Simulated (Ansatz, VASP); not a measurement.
Two plane-wave programs on GePt

```
CELL_PARAMETERS angstrom
5.82714 0.00000 0.00000
0.00000 3.74452 0.00000
0.00000 0.00000 6.19055
ATOMIC_POSITIONS crystal
Ge 0.81323 0.75000 0.58749
Ge 0.18677 0.25000 0.41251
Ge 0.68677 0.25000 0.08749
Ge 0.31323 0.75000 0.91251
Pt 0.00178 0.75000 0.19301
Pt 0.99822 0.25000 0.80699
Pt 0.49822 0.25000 0.69301
Pt 0.50178 0.75000 0.30699
```

Alike in both runs: task single point; functional PBE; k mesh 6 × 10 × 6; occupations gaussian, width 0.15 eV; no spin polarisation.

```csv
,VASP,Ansatz
version,VASP 6.6.1,Ansatz 0.2.0
potentials or method,"VASP PAW PBE potentials, release 64 (Ge_d, Pt), cutoff 520 eV","scalar-relativistic, plane waves, PAW"
valence electrons in the cell,96,128
```

|  | VASP | Ansatz | Ansatz less VASP |
| --- | --- | --- | --- |
| gap on the k mesh at the Fermi level (eV) | none | none | - |
| pressure (GPa) | 0.0 | 0.0 | +0.01 |

A gap of «none» marks a metal or a gap that the smearing closes. With one functional, cell and mesh, what is left measures potentials, basis and numerics. VASP's potentials hold 96 valence electrons a cell and Ansatz's 128, so a difference there can come from the potentials and not from the codes.

Spin-orbit coupling is off throughout.
